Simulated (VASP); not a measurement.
# Bi2S (Cmmm) in VASP: further runs

The runs below take Bi2S through single point, relaxation of cell and atoms, with PBE.

Everything below comes from runs of VASP 6.6.1. Logs are shortened: lines on timing, memory, paths and dates and some standing lists are left out, and cuts for length are marked.

**1. The cell of the first run**

It takes space group Cmmm (No. 65, orthorhombic). Conventional cell: a = 6.056 Å, b = 9.071 Å, c = 3.211 Å, α = 90.00°, β = 90.00°, γ = 90.00°. Bi (site symmetry m2m) has 3 S at 2.79 to 3.49 Å and 5 Bi at 3.21 to 3.48 Å within 3.7 Å. S (site symmetry mmm) has 6 Bi at 2.79 to 3.49 Å and 2 S at 3.21 Å within 3.7 Å.

The cell was generated, and may not be a known phase.

**2. Single point, PBE**

INCAR

```
  PREC = Accurate
  ENCUT = 520
  EDIFF = 1E-6
  ISMEAR = 0
  SIGMA = 0.1
  LREAL = F
  LASPH = T
  NELM = 100
  ALGO = Normal
  ISIF = 2
  LWAVE = F
  LCHARG = T
  GGA = PE
  LELF = T
  LVHAR = T
  NBANDS = 25
```

KPOINTS

```
Automatic mesh
0
Gamma
  4 4 6
```

POSCAR

```
Bi2S
1.0
    3.0278480402     -4.5354818007      0.0000000000
    3.0278480402      4.5354818007      0.0000000000
    0.0000000000      0.0000000000      3.2113348162
Bi S
2 1
Direct
    0.3080991305      0.6919008695      0.0000000000
    0.6919008695      0.3080991305      0.0000000000
    0.0000000000      0.0000000000      0.0000000000
```

Potentials or basis: VASP PAW PBE potentials, release 64 (Bi_d, S).

Started as:

```console
> cat potpaw_PBE.64/Bi_d/POTCAR potpaw_PBE.64/S/POTCAR > POTCAR
> mpirun -np 1 vasp_std > vasp.out
```

OUTCAR:

```text
PREC = Accurate
   ENCUT = 520
   EDIFF = 1E-6
   ISMEAR = 0
   LREAL = F
   LASPH = T
   NELM = 100
   ISIF = 2
   GGA = PE

 ion  position               nearest neighbor table
   1  0.308  0.692  0.000-   3 2.79   2 3.21   2 3.21   2 3.48
   2  0.692  0.308  0.000-   3 2.79   1 3.21   1 3.21   1 3.48
   3  0.000  0.000  0.000-   1 2.79   2 2.79

  LATTYP: Found a base centered orthorhombic cell.
 ALAT       =     6.0556960804
 B/A-ratio  =     1.4979225313
 C/A-ratio  =     0.5302998654

  Lattice vectors:

 A1 = (   3.0278480402,  -4.5354818007,   0.0000000000)
 A2 = (   3.0278480402,   4.5354818007,   0.0000000000)
 A3 = (   0.0000000000,   0.0000000000,   3.2113348162)

Analysis of symmetry for initial positions (statically):
=====================================================================
 Subroutine PRICEL returns:
 Original cell was already a primitive cell.

 Routine SETGRP: Setting up the symmetry group for a
 base centered orthorhombic supercell.

 Subroutine GETGRP returns: Found  8 space group operations
 (whereof  8 operations were pure point group operations)
 out of a pool of  8 trial point group operations.

The static configuration has the point symmetry D_2h.

Analysis of symmetry for dynamics (positions and initial velocities):
=====================================================================
 Subroutine PRICEL returns:
 Original cell was already a primitive cell.

 Routine SETGRP: Setting up the symmetry group for a
 base centered orthorhombic supercell.

 Subroutine GETGRP returns: Found  8 space group operations
 (whereof  8 operations were pure point group operations)
 out of a pool of  8 trial point group operations.

The dynamic configuration has the point symmetry D_2h.

 Subroutine INISYM returns: Found  8 space group operations
 (whereof  8 operations are pure point group operations),
 and found     1 'primitive' translations

----------------------------------------------------------------------------------------

                                     Primitive cell

[... 76 lines left out ...]
   total plane-waves  NPLWV =  42336
   dimension x,y,z NGX =    42 NGY =   42 NGZ =   24
   dimension x,y,z NGXF=    84 NGYF=   84 NGZF=   48
   ions per type =               2   1
   NGX,Y,Z   is equivalent  to a cutoff of  12.80, 12.80, 12.42 a.u.
   NGXF,Y,Z  is equivalent  to a cutoff of  25.61, 25.61, 24.85 a.u.
 SYSTEM =  unknown system
   PREC   = accura    normal or accurate (medium, high low for compatibility)
   ISTART =      0    job   : 0-new  1-cont  2-samecut
   ICHARG =      2    charge: 1-file 2-atom 10-const
   ISPIN  =      1    spin polarized calculation?
   LNONCOLLINEAR =      F non collinear calculations
   LSORBIT =      F    spin-orbit coupling
   LASPH  =      T    aspherical Exc in radial PAW
   ENCUT  =  520.0 eV  38.22 Ry    6.18 a.u.  10.14 10.14  5.97*2*pi/ulx,y,z
   NELM   =    100;   NELMIN=  2; NELMDL= -5     # of ELM steps
   EDIFF  = 0.1E-05   stopping-criterion for ELM
   LREAL  =      F    real-space projection
[... 7 lines left out ...]
   TEBEG  =    0.0;   TEEND  =   0.0 temperature during run
   PSTRESS=    0.0 pullay stress
   NELECT =      36.0000    total number of electrons
   NUPDOWN=      -1.0000    fix difference up-down
   EMIN   =  10.00;   EMAX   =-10.00  energy-range for DOS
   EFERMI =   0.00;   METHOD = LEGACY
   ISMEAR =     0;   SIGMA  =   0.10  broadening in eV -4-tet -1-fermi 0-gaus
   EFERMI_NEDOS =   21; number of points for ismear=-14 and -15
   IALGO  =     38    algorithm
   IMIX   =      4    mixing-type and parameters
     AMIX     =   0.40;   BMIX     =  1.00
     AMIX_MAG =   1.60;   BMIX_MAG =  1.00
  volume/ion in A,a.u.               =      29.40       198.40
  Fermi-wavevector in a.u.,A,eV,Ry     =   1.214371  2.294828 20.064462  1.474696
  Thomas-Fermi vector in A             =   2.349793
   LORBIT       =      0    0 simple, 1 ext, 2 COOP (PROOUT), +10 PAW based schemes
   GGA     = PE    functional components
   LHFCALC =     F    Hartree Fock is set to
   AEXX    =    0.0000 exact exchange contribution
   IVDW    =     0    specifies the selected vdW correction
   LEPSILON=     F    determine dielectric tensor
   LRPA    =     F    only Hartree local field effects (RPA)
 non-spin polarized calculation
 Gauss-broadening in eV      SIGMA  =   0.10
  energy-cutoff  :      520.00
  volume of cell :       88.20
 maximum number of plane-waves:      2412
 NGX is ok and might be reduce to    42
   NGX = 21   NGY = 21   NGZ = 11

 number of electron      36.0000017 magnetization

 Free energy of the ion-electron system (eV)
  ---------------------------------------------------
  ext. energy  EPLUGINS =         0.00000000
  ---------------------------------------------------
  free energy    TOTEN  =       -11.39843031 eV

  energy without entropy =      -11.39171195  energy(sigma->0) =      -11.39507113

 E-fermi :   6.0433     XC(G=0):  -9.7297

 val. band max:        6.0044699657   @ k =   0.5000   0.5000   0.1667
 cond. band min:       6.0686771813   @ k =   0.5000   0.0000   0.3333
 fundamental gap:      0.0642072156
 Fermi energy:         6.0433315679

 k-point     1 :       0.0000    0.0000    0.0000
  band No.  band energies     occupation
      1     -16.9556      2.00000
      2     -16.8887      2.00000
      3     -16.8608      2.00000
      4     -16.8005      2.00000
      5     -16.7935      2.00000
      6     -16.7145      2.00000
[... 661 lines left out ...]
     24      12.4893      0.00000
     25      12.5978      0.00000

 [... further k-points ...]

------------------------ aborting loop because EDIFF is reached ----------------------------------------

  FORCE on cell =-STRESS in cart. coord.  units (eV):
  Direction    XX          YY          ZZ          XY          YZ          ZX
  --------------------------------------------------------------------------------------
  -------------------------------------------------------------------------------------
  Total        0.0383276     -0.0520467      0.1385685     -0.0000000      0.0000000      0.0000000
  in kB        0.6962238     -0.9454323      2.5171097     -0.0000000      0.0000000      0.0000000
  external PRESSURE =       0.7559671 kB  Pullay stress =       0.0000000 kB

 VOLUME and BASIS-vectors are now :
 -----------------------------------------------------------------------------
  energy-cutoff  :      520.00
  volume of cell :       88.20
      direct lattice vectors                 reciprocal lattice vectors
     3.027848040 -4.535481801  0.000000000     0.165133783 -0.110241871  0.000000000
     3.027848040  4.535481801  0.000000000     0.165133783  0.110241871  0.000000000
     0.000000000  0.000000000  3.211334816     0.000000000  0.000000000  0.311396991

 POSITION                                       TOTAL-FORCE (eV/Angst)
 -----------------------------------------------------------------------------------
      3.02785      1.74073      0.00000         0.000000     -0.020915      0.000000
      3.02785     -1.74073      0.00000         0.000000      0.020915     -0.000000
      0.00000      0.00000      0.00000         0.000000      0.000000     -0.000000
 -----------------------------------------------------------------------------------
    total drift:                               -0.000000     -0.000000     -0.000000

  FREE ENERGIE OF THE ION-ELECTRON SYSTEM (eV)
  ---------------------------------------------------
  free  energy   TOTEN  =       -11.3984303088 eV

  energy  without entropy=      -11.3917119503  energy(sigma->0) =      -11.39507113
```

OSZICAR:

```text
N       E                     dE             d eps       ncg     rms          rms(c)
DAV:   1     0.353073869397E+03    0.35307E+03   -0.18449E+04  1400   0.162E+03
DAV:   2     0.228439794957E+02   -0.33023E+03   -0.32348E+03  1432   0.433E+02
DAV:   3    -0.106318417419E+02   -0.33476E+02   -0.32895E+02  1733   0.147E+02
DAV:   4    -0.119272625488E+02   -0.12954E+01   -0.12868E+01  1627   0.306E+01
DAV:   5    -0.119838487972E+02   -0.56586E-01   -0.56577E-01  2093   0.616E+00    0.558E+00
DAV:   6    -0.114670318498E+02    0.51682E+00   -0.32309E+00  1773   0.768E+00    0.430E+00
DAV:   7    -0.114012399710E+02    0.65792E-01   -0.42032E-01  1618   0.297E+00    0.261E+00
DAV:   8    -0.114045632504E+02   -0.33233E-02   -0.16365E-01  1866   0.180E+00    0.431E-01
DAV:   9    -0.113981270416E+02    0.64362E-02   -0.23587E-02  1685   0.850E-01    0.358E-01
DAV:  10    -0.113982785954E+02   -0.15155E-03   -0.65317E-03  1796   0.329E-01    0.113E-01
DAV:  11    -0.113984323070E+02   -0.15371E-03   -0.55762E-04  1800   0.136E-01    0.498E-02
DAV:  12    -0.113984301794E+02    0.21276E-05   -0.65208E-05  1745   0.460E-02    0.821E-03
DAV:  13    -0.113984301861E+02   -0.67394E-08   -0.10354E-05  1579   0.251E-02    0.193E-02
DAV:  14    -0.113984303088E+02   -0.12265E-06   -0.52758E-07   969   0.601E-03
   1 F= -.11398430E+02 E0= -.11395071E+02  d E =-.671836E-02
```

Wall time 30 s (1 thread of Intel Xeon 6975P-C (Granite Rapids), shared host); peak memory 0.21 GiB.

What came out:

```yaml
Free_energy: -11.3984 eV
Pressure: 0.1 GPa
Largest_force: 0.021 eV/Å
Band_gap_on_the_k_mesh: zero (bands 18 and 19 overlap by 2.66 eV)
```

Forces on the atoms (eV/Å):
```
Bi   0.000 -0.021  0.000
Bi   0.000  0.021  0.000
S    0.000  0.000  0.000
```

Caveat: spin-orbit coupling is left out, which moves the levels of the heavy elements.

**3. Single point, PBE**

This run uses another cell than the first one, of 44.62 Å³/atom.

INCAR

```
  ALGO = Normal
  EDIFF = 1E-7
  ENCUT = 520
  GGA = PE
  ISIF = 2
  ISMEAR = 0
  LASPH = True
  LCHARG = False
  LREAL = False
  LWAVE = False
  NBANDS = 25
  NELM = 80
  PREC = Accurate
  SIGMA = 0.1
```

KPOINTS

```
k-points
0
Gamma
  6 6 2
```

POSCAR

```
Bi2S
1.0
    4.8995724634     -4.9263908307      0.0000000000
    4.8995724634      4.9263908307      0.0000000000
    0.0000000000      0.0000000000      2.7731269797
Bi S
2 1
Direct
    0.2870355469      0.7129644531      0.0000000000
    0.7129644531      0.2870355469      0.0000000000
    0.0000000000      0.0000000000      0.0000000000
```

Potentials or basis: VASP PAW PBE potentials, release 64 (Bi_d, S).

Started as:

```console
> cat potpaw_PBE.64/Bi_d/POTCAR potpaw_PBE.64/S/POTCAR > POTCAR
> mpirun -np 1 vasp_std > vasp.out
```

OUTCAR:

```text
EDIFF = 1E-7
   ENCUT = 520
   GGA = PE
   ISIF = 2
   ISMEAR = 0
   LASPH = True
   LREAL = False
   NELM = 80
   PREC = Accurate

 ion  position               nearest neighbor table
   1  0.287  0.713  0.000-   3 2.83
   2  0.713  0.287  0.000-   3 2.83
   3  0.000  0.000  0.000-   1 2.83   2 2.83

  LATTYP: Found a base centered orthorhombic cell.
 ALAT       =     9.7991449268
[... 866 lines left out ...]

------------------------ aborting loop because EDIFF is reached ----------------------------------------

  FORCE on cell =-STRESS in cart. coord.  units (eV):
  Direction    XX          YY          ZZ          XY          YZ          ZX
  --------------------------------------------------------------------------------------
  -------------------------------------------------------------------------------------
  Total        0.1321415     -0.0562695     -0.0070516     -0.0000000      0.0000000      0.0000000
  in kB        1.5814777     -0.6734368     -0.0843942     -0.0000000      0.0000000      0.0000000
  external PRESSURE =       0.2745489 kB  Pullay stress =       0.0000000 kB

 VOLUME and BASIS-vectors are now :
 -----------------------------------------------------------------------------
  energy-cutoff  :      520.00
  volume of cell :      133.87
      direct lattice vectors                 reciprocal lattice vectors
     4.899572463 -4.926390831  0.000000000     0.102049720 -0.101494180  0.000000000
     4.899572463  4.926390831  0.000000000     0.102049720  0.101494180  0.000000000
     0.000000000  0.000000000  2.773126980     0.000000000  0.000000000  0.360603754

 POSITION                                       TOTAL-FORCE (eV/Angst)
 -----------------------------------------------------------------------------------
      4.89957      2.09829      0.00000         0.000000     -0.002401      0.000000
      4.89957     -2.09829      0.00000         0.000000      0.002401     -0.000000
      0.00000      0.00000      0.00000        -0.000000      0.000000     -0.000000
 -----------------------------------------------------------------------------------
    total drift:                                0.000000      0.000000     -0.000000

  FREE ENERGIE OF THE ION-ELECTRON SYSTEM (eV)
  ---------------------------------------------------
  free  energy   TOTEN  =       -13.6895740231 eV

  energy  without entropy=      -13.6895740217  energy(sigma->0) =      -13.68957402
```

stdout:

```text
POSCAR found type information on POSCAR BiS
 POSCAR found :  2 types and       3 ions
 scaLAPACK will be used
 LDA part: xc-table for (Slater+PW92), standard interpolation
 POSCAR, INCAR and KPOINTS ok, starting setup
 FFT: planning ... GRIDC
 FFT: planning ... GRID_SOFT
 FFT: planning ... GRID
 WAVECAR not read
 entering main loop
```

It took 45 s on 1 thread of Intel Xeon 6975P-C (Granite Rapids), shared host; peak memory 0.27 GiB.

What came out:

| Quantity | Value |
| --- | --- |
| Free energy | -13.6896 eV |
| Pressure | 0.0 GPa |
| Band gap on the k mesh | 0.79 eV |

Forces on the atoms (eV/Å):
```
Bi   0.000 -0.002  0.000
Bi   0.000  0.002  0.000
S    0.000  0.000  0.000
```

Caveat: the k points lie up to 1.13 Å⁻¹ apart, too coarse for converged energies, forces and pressures; spin-orbit coupling is left out, which moves the levels of the heavy elements; this functional lacks dispersion, which binds layers or chains, so the pressure and a relaxed spacing across them are unreliable. A k mesh can miss the band edges.

[end of part 1 of 2]

The gap in the log of VASP goes by the Fermi energy; the results here count the filled bands.